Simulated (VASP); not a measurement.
A run of VASP 6.6.1:

INCAR

```
SYSTEM = TiSi2
PREC     = Accurate       ! precision mode
ENCUT    = 520            ! plane-wave cutoff, eV
EDIFF    = 1E-7           ! SCF threshold, eV
ISMEAR   = -1             ! smearing method
SIGMA    = 0.05           ! smearing width, eV
LREAL    = .FALSE.        ! projectors in reciprocal space
LASPH    = .TRUE.         ! aspherical terms in the spheres
NELM     = 80             ! most SCF steps
ALGO     = Normal         ! electronic algorithm
ISIF     = 2              ! what is computed and relaxed
LWAVE    = .FALSE.        ! write WAVECAR
LCHARG   = .FALSE.        ! write CHGCAR
GGA      = CA             ! functional
NBANDS   = 29             ! bands
```

The input KPOINTS:

```
Automatic mesh
0
G
  8 8 8
  0 0 0
```

POSCAR

```
TiSi2
1.0
    1.7767948029     -6.8040462934      0.0000000000
    1.7767948029      6.8040462934      0.0000000000
    0.0000000000      0.0000000000      3.5887850817
Ti Si
2 4
Direct
    0.1031180800      0.8968819200      0.2500000000
    0.8968819200      0.1031180800      0.7500000000
    0.7503148200      0.2496851800      0.2500000000
    0.2496851800      0.7503148200      0.7500000000
    0.4417485500      0.5582514500      0.2500000000
    0.5582514500      0.4417485500      0.7500000000
```

Potentials or basis: VASP PAW LDA potentials, release 64 (Ti_sv, Si).

Run with:

```console
$ cat potpaw_LDA.64/Ti_sv/POTCAR potpaw_LDA.64/Si/POTCAR > POTCAR
$ mpirun -np 1 vasp_std > vasp.out
```

Hardware: 1 thread of AMD EPYC 9R45 (Zen 5) (shared host).

Q: Estimate the wall time of this run.

A: It took 3.6 min on 1 thread of AMD EPYC 9R45 (Zen 5), with other jobs on the host, peak memory 0.32 GiB. Counts: scf iterations 15, k points 105.
